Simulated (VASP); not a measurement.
# HfIn4SiO6 (P1) in VASP: electric field gradients with PBE

Aim: the electric field gradients of HfIn4SiO6 with PBE.

Everything below comes from runs of VASP 6.6.1. Logs are shortened: lines on timing, memory, paths and dates and some standing lists are left out, and cuts for length are marked.

## Step 1: The cell of the first run

The typed cell holds 12 atoms: a = 5.699 Å, b = 6.149 Å, c = 7.308 Å, α = 98.49°, β = 111.85°, γ = 96.55°.

## Step 2: Electric field gradients, PBE

Input file INCAR:

```
PREC = Accurate
ENCUT = 520
EDIFF = 1E-8
ISMEAR = -1
SIGMA = 0.05
LREAL = F
LASPH = T
NELM = 100
ALGO = Normal
ISIF = 2
LWAVE = F
LCHARG = F
GGA = PE
LEFG = T
NBANDS = 63
KPAR = 4
```

Input file KPOINTS:

```
regular mesh
0
Gamma
  5 5 4
```

Input file POSCAR:

```
HfIn4SiO6
1.0
    5.6986700000      0.0038100000      0.0155900000
   -0.7050600000      6.1081500000     -0.0057500000
   -2.7371800000     -1.3955700000      6.6307600000
Hf In Si O
1 4 1 6
Direct
    0.1179300000      0.0155600000      0.1329200000
    0.3884200000      0.9990100000      0.7289100000
    0.7586500000      0.0084200000      0.4958600000
    0.2346100000      0.4884100000      0.5330000000
    0.5964900000      0.4821100000      0.2052800000
    0.8677800000      0.4402900000      0.8554400000
    0.5531600000      0.3873800000      0.7929000000
    0.9345400000      0.3848300000      0.6559600000
    0.9841400000      0.2621800000      0.0034700000
    0.9908300000      0.6980600000      0.9845200000
    0.0866500000      0.0649300000      0.3937400000
    0.4868000000      0.1088300000      0.2179900000
```

Potentials or basis: VASP PAW PBE potentials, release 64 (Hf_pv, In_d, Si, O).

Run with:

```bash
$ cat potpaw_PBE.64/Hf_pv/POTCAR potpaw_PBE.64/In_d/POTCAR potpaw_PBE.64/Si/POTCAR potpaw_PBE.64/O/POTCAR > POTCAR
$ mpirun -np 4 vasp_std > vasp.out
```

OUTCAR:

```text
PREC = Accurate
   ENCUT = 520
   EDIFF = 1E-8
   ISMEAR = -1
   LREAL = F
   LASPH = T
   NELM = 100
   ISIF = 2
   GGA = PE

 ion  position               nearest neighbor table
   1  0.118  0.016  0.133-  12 1.94  11 1.96   9 1.98  10 1.99   5 3.56   4 3.61   3 3.64   2 3.80
                             3 3.91
   2  0.388  0.999  0.729-   7 2.37  11 2.54   4 3.13   3 3.17   3 3.36   6 3.37   4 3.58   1 3.80
                             5 3.93
   3  0.759  0.008  0.496-  11 2.27  12 2.27   8 2.35   2 3.17   6 3.27   2 3.36   5 3.42   1 3.64
                             4 3.68   5 3.85   1 3.91
   4  0.235  0.488  0.533-   8 2.28   7 2.31  11 2.57   2 3.13   5 3.52   6 3.57   2 3.58   1 3.61
                             3 3.68   5 3.70
   5  0.596  0.482  0.205-  12 2.33   7 2.89   3 3.42   6 3.44   4 3.52   1 3.56   4 3.70   3 3.85
                             2 3.93
   6  0.868  0.440  0.855-   8 1.64  10 1.65   7 1.66   9 1.67   3 3.27   2 3.37   5 3.44   4 3.57

   7  0.553  0.387  0.793-   6 1.66   4 2.31   2 2.37   5 2.89
   8  0.935  0.385  0.656-   6 1.64   4 2.28   3 2.35
   9  0.984  0.262  0.003-   6 1.67   1 1.98
  10  0.991  0.698  0.985-   6 1.65   1 1.99
  11  0.087  0.065  0.394-   1 1.96   3 2.27   2 2.54   4 2.57
  12  0.487  0.109  0.218-   1 1.94   3 2.27   5 2.33

  LATTYP: Found a triclinic cell.
 ALAT       =    10.8112119457
 B/A-ratio  =     0.5271095070
 C/A-ratio  =     1.2661829549
 COS(alpha) =     0.0323049246
 COS(beta)  =     0.5892166169
 COS(gamma) =     0.7786966862

  Lattice vectors:

 A1 = (   8.4358500000,   1.3993800000,  -6.6151700000)
 A2 = (   5.6986700000,   0.0038100000,   0.0155900000)
 A3 = (   0.4807500000,  -3.3208200000, -13.2713600000)

Analysis of symmetry for initial positions (statically):
=====================================================================
 Subroutine PRICEL returns:
 Original cell was already a primitive cell.

 Routine SETGRP: Setting up the symmetry group for a
 triclinic supercell.

 Subroutine GETGRP returns: Found  1 space group operations
 (whereof  1 operations were pure point group operations)
 out of a pool of  2 trial point group operations.

The static configuration has the point symmetry C_1 .

Analysis of symmetry for dynamics (positions and initial velocities):
=====================================================================
 Subroutine PRICEL returns:
 Original cell was already a primitive cell.

 Routine SETGRP: Setting up the symmetry group for a
 triclinic supercell.

 Subroutine GETGRP returns: Found  1 space group operations
 (whereof  1 operations were pure point group operations)
 out of a pool of  2 trial point group operations.

The dynamic configuration has the point symmetry C_1 .

 Subroutine INISYM returns: Found  1 space group operations
 (whereof  1 operations are pure point group operations),
 and found     1 'primitive' translations

----------------------------------------------------------------------------------------

                                     Primitive cell

  volume of cell :     231.0538

  direct lattice vectors                    reciprocal lattice vectors
     5.698670000  0.003810000  0.015590000     0.175256360  0.020301860  0.076618800
    -0.705060000  6.108150000 -0.005750000    -0.000203503  0.163724560  0.034374953
    -2.737180000 -1.395570000  6.630760000    -0.000412233  0.000094244  0.150661941

  length of vectors
     5.698692599  6.148710360  7.307992074     0.192347076  0.167294383  0.150662534

  position of ions in fractional coordinates (direct lattice)
     0.117930000  0.015560000  0.132920000
     0.388420000  0.999010000  0.728910000
     0.758650000  0.008420000  0.495860000
     0.234610000  0.488410000  0.533000000
     0.596490000  0.482110000  0.205280000
     0.867780000  0.440290000  0.855440000
     0.553160000  0.387380000  0.792900000
     0.934540000  0.384830000  0.655960000
     0.984140000  0.262180000  0.003470000
     0.990830000  0.698060000  0.984520000
     0.086650000  0.064930000  0.393740000
     0.486800000  0.108830000  0.217990000

  ion indices of the primitive-cell ions
[... 101 lines left out ...]
   EFERMI_NEDOS =   21; number of points for ismear=-14 and -15
   IALGO  =     38    algorithm
   IMIX   =      4    mixing-type and parameters
     AMIX     =   0.40;   BMIX     =  1.00
     AMIX_MAG =   1.60;   BMIX_MAG =  1.00
  volume/ion in A,a.u.               =      19.25       129.94
  Fermi-wavevector in a.u.,A,eV,Ry     =   1.246533  2.355606 21.141343  1.553845
  Thomas-Fermi vector in A             =   2.380706
   LORBIT       =      0    0 simple, 1 ext, 2 COOP (PROOUT), +10 PAW based schemes
   GGA     = PE    functional components
[... 5 lines left out ...]
 non-spin polarized calculation
  energy-cutoff  :      520.00
  volume of cell :      231.05
 maximum number of plane-waves:      6245
 NGX is ok and might be reduce to    42
   NGX = 21   NGY = 23   NGZ = 27

 number of electron     102.0000026 magnetization

 Free energy of the ion-electron system (eV)
  ---------------------------------------------------
  ext. energy  EPLUGINS =         0.00000000
  ---------------------------------------------------
  free energy    TOTEN  =       -77.53869835 eV

  energy without entropy =      -77.53868570  energy(sigma->0) =      -77.53869202

 E-fermi :   4.6733     XC(G=0):  -9.2885

 val. band max:        4.2124027943   @ k =   0.0000   0.0000   0.0000
 cond. band min:       5.0914222347   @ k =   0.2000   0.4000   0.5000
 fundamental gap:      0.8790194404
 Fermi energy:         4.6732985986

 k-point     1 :       0.0000    0.0000    0.0000
  band No.  band energies     occupation
      1     -27.0837      2.00000
      2     -27.0558      2.00000
      3     -27.0275      2.00000
      4     -15.9768      2.00000
      5     -14.7025      2.00000
      6     -14.6173      2.00000
[... 1573 lines left out ...]
     62       9.3668      0.00000
     63       9.5999      0.00000

 [... further k-points ...]
[... 5 lines left out ...]
  --------------------------------------------------------------------------------------
  -------------------------------------------------------------------------------------
  Total       -0.2603331     -0.3996308     -0.3006309      0.0387983     -0.0407744      0.0039734
  in kB       -1.8052060     -2.7711268     -2.0846401      0.2690361     -0.2827386      0.0275522
  external PRESSURE =      -2.2203243 kB  Pullay stress =       0.0000000 kB

 VOLUME and BASIS-vectors are now :
 -----------------------------------------------------------------------------
  energy-cutoff  :      520.00
  volume of cell :      231.05
      direct lattice vectors                 reciprocal lattice vectors
     5.698670000  0.003810000  0.015590000     0.175256360  0.020301860  0.076618800
    -0.705060000  6.108150000 -0.005750000    -0.000203503  0.163724560  0.034374953
    -2.737180000 -1.395570000  6.630760000    -0.000412233  0.000094244  0.150661941

 POSITION                                       TOTAL-FORCE (eV/Angst)
 -----------------------------------------------------------------------------------
      0.29725     -0.09001      0.88311         0.003444      0.021215     -0.001555
     -0.48604      5.08634      4.83354        -0.002153     -0.015833      0.002766
      2.96010     -0.63769      3.29971        -0.007805     -0.023176      0.010163
     -0.46631      2.24034      3.53504         0.002440      0.015153     -0.014981
      2.49739      2.66059      1.36769         0.001350      0.013827      0.000857
      2.29327      1.49884      5.68321         0.004397     -0.001528      0.036906
      0.70884      1.26174      5.26393        -0.044627     -0.001660     -0.008782
      3.25883      1.43872      4.36187         0.032782      0.002494     -0.038538
      5.41394      1.60034      0.03684         0.049225     -0.137792      0.074930
      2.45943      2.89366      6.53955         0.007920      0.148418      0.085216
     -0.62973     -0.15256      2.61177         0.059085      0.006064     -0.106131
      2.10070      0.36238      1.45240        -0.106058     -0.027182     -0.040852
 -----------------------------------------------------------------------------------
    total drift:                                0.000659      0.000280      0.000934

  FREE ENERGIE OF THE ION-ELECTRON SYSTEM (eV)
  ---------------------------------------------------
  free  energy   TOTEN  =       -77.5386983474 eV

  energy  without entropy=      -77.5386857008  energy(sigma->0) =      -77.53869202

 Electric field gradients (V/A^2)
---------------------------------------------------------------------
 ion       V_xx      V_yy      V_zz      V_xy      V_xz      V_yz
---------------------------------------------------------------------
   1     112.248  -135.101    22.852   -14.215     6.329   -77.224
   2      13.477   -59.294    45.817   -55.135    50.829     1.031
   3       4.505   -21.689    17.184   -73.080    30.266    67.480
   4      21.146   -14.915    -6.230   -31.496    13.307    83.279
   5      60.313  -113.348    53.035   -33.194    19.810   -21.740
   6      -7.125     8.726    -1.601    -3.470     9.318    -9.865
   7      25.107    -9.180   -15.928    12.481    29.970    -1.644
   8       2.716   -14.498    11.782    17.613   -41.764    17.637
   9     -20.650    29.651    -9.001   -10.542    11.951   -33.551
  10     -26.604    32.750    -6.146     4.279     4.888    37.375
  11      10.426    -5.944    -4.481    11.286    -1.451    -4.168
  12     -20.560    21.594    -1.034     0.657    13.892   -18.429
---------------------------------------------------------------------

 Electric field gradients after diagonalization (V/A^2)
 (convention: |V_zz| > |V_xx| > |V_yy|)
----------------------------------------------------------------------
 ion       V_xx      V_yy      V_zz     asymmetry (V_yy - V_xx)/ V_zz
----------------------------------------------------------------------
   1     114.747    52.251  -166.998       0.374
   2      90.600     3.347   -93.948       0.929
   3      78.921    41.359  -120.280       0.312
   4      75.797    26.521  -102.318       0.482
   5      84.679    36.642  -121.321       0.396
   6     -14.613    -2.732    17.345       0.685
   7     -33.993    -8.970    42.962       0.582
   8      49.291     2.215   -51.506       0.914
   9     -31.572   -20.618    52.191       0.210
  10     -30.092   -25.807    55.899       0.077
  11     -12.861    -3.808    16.670       0.543
  12     -29.647    -3.034    32.680       0.814
----------------------------------------------------------------------

           NMR quadrupolar parameters

 Cq : quadrupolar parameter    Cq=e*Q*V_zz/h
 eta: asymmetry parameters     (V_yy - V_xx)/ V_zz
 Q  : nuclear electric quadrupole moment in mb (millibarn)
----------------------------------------------------------------------
 ion       Cq(MHz)       eta       Q (mb)
----------------------------------------------------------------------
   1      -0.404       0.374       1.000
   2      -0.227       0.929       1.000
   3      -0.291       0.312       1.000
   4      -0.247       0.482       1.000
   5      -0.293       0.396       1.000
   6       0.042       0.685       1.000
   7       0.104       0.582       1.000
   8      -0.125       0.914       1.000
   9       0.126       0.210       1.000
  10       0.135       0.077       1.000
  11       0.040       0.543       1.000
  12       0.079       0.814       1.000
----------------------------------------------------------------------
```

Wall time 10 min (4 MPI ranks of Intel Xeon Platinum 8259CL at 2.50GHz (Skylake/Cascade Lake), shared host); peak memory 0.75 GiB.

What came out:

```yaml
Free_energy: -77.5387 eV
Pressure: -0.2 GPa
Largest_force: 0.171 eV/Å
Band_gap_on_the_k_mesh: 0.88 eV (least direct gap 1.16 eV)
Largest_electric_field_gradient_by_atom: Hf -167.0; In -93.9, -120.3, -102.3, -121.3; Si +17.3; O +43.0, -51.5, +52.2, +55.9, +16.7, +32.7 V/Å²
```

Forces in eV/Å, atoms in the order of the input:
```
Hf   0.003  0.021 -0.002
In  -0.002 -0.016  0.003
In  -0.008 -0.023  0.010
In   0.002  0.015 -0.015
In   0.001  0.014  0.001
Si   0.004 -0.002  0.037
O   -0.045 -0.002 -0.009
O    0.033  0.002 -0.039
O    0.049 -0.138  0.075
O    0.008  0.148  0.085
O    0.059  0.006 -0.106
O   -0.106 -0.027 -0.041
```

Stress tensor (GPa, compression positive):
```
-0.18  0.03  0.00
 0.03 -0.28 -0.03
 0.00 -0.03 -0.21
```

Levels at points of the mesh, in eV from the valence-band top:
| k point | band 49 | band 50 | band 51 | band 52 | band 53 | band 54 |
| --- | --- | --- | --- | --- | --- | --- |
| (0.00, 0.00, 0.00) | -1.90 | -0.57 | 0.00 | 1.16 | 2.16 | 2.22 |
| (0.00, 0.00, 0.50) | -2.47 | -0.64 | -0.14 | 1.40 | 1.86 | 2.44 |

Electric field gradients, principal values (V/Å²):
```tsv
atom	least	middle	greatest (by size)
1 Hf	52.251	114.747	-166.998
2 In	3.347	90.600	-93.948
3 In	41.359	78.921	-120.280
4 In	26.521	75.797	-102.318
5 In	36.642	84.679	-121.321
6 Si	-2.732	-14.613	17.345
7 O	-8.970	-33.993	42.962
8 O	2.215	49.291	-51.506
9 O	-20.618	-31.572	52.191
10 O	-25.807	-30.092	55.899
11 O	-3.808	-12.861	16.670
12 O	-3.034	-29.647	32.680
```

Caveat: without QUAD_EFG the Cq values of the log hold for a quadrupole moment of 1 mb, not for the nuclei; spin-orbit coupling is left out, which moves the levels of the heavy elements. A k mesh can miss the band edges.
